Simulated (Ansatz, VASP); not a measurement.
# Gd: VASP beside Ansatz

```
Gd
1.0
     3.63600    0.00000    0.00000
    -1.81800    3.14887    0.00000
     0.00000    0.00000    5.78260
Gd
2
Cartesian
  0.0000 2.0992 1.4457
  1.8180 1.0496 4.3369
```

Alike in both runs: task single point; functional PBE; k mesh 9 × 9 × 5; occupations fermi-dirac, width 0.05 eV; collinear spin.

|  | VASP | Ansatz |
| --- | --- | --- |
| version | VASP 6.6.1 | Ansatz 0.2.0 |
| potentials or method | VASP PAW PBE potentials, release 64 (Gd), cutoff 520 eV | plane waves, PAW |
| valence electrons in the cell | 36 | 36 |

```tsv
	VASP	Ansatz	Ansatz less VASP
pressure (GPa)	0.5	0.5	+0.06
traceless stress, the component that is largest in VASP (GPa)	0.17	0.18	+0.017
net moment per atom (μB)	7.64	7.63	-0.003
size of the moment on the site where the two differ most (μB)	6.99	7.35	+0.355
```

Site moments also hang on the region over which each program counts them. With one functional, cell and mesh, what is left measures potentials, basis and numerics. Ansatz's warnings: structure snapped to symmetry.

Spin-orbit coupling is off throughout.
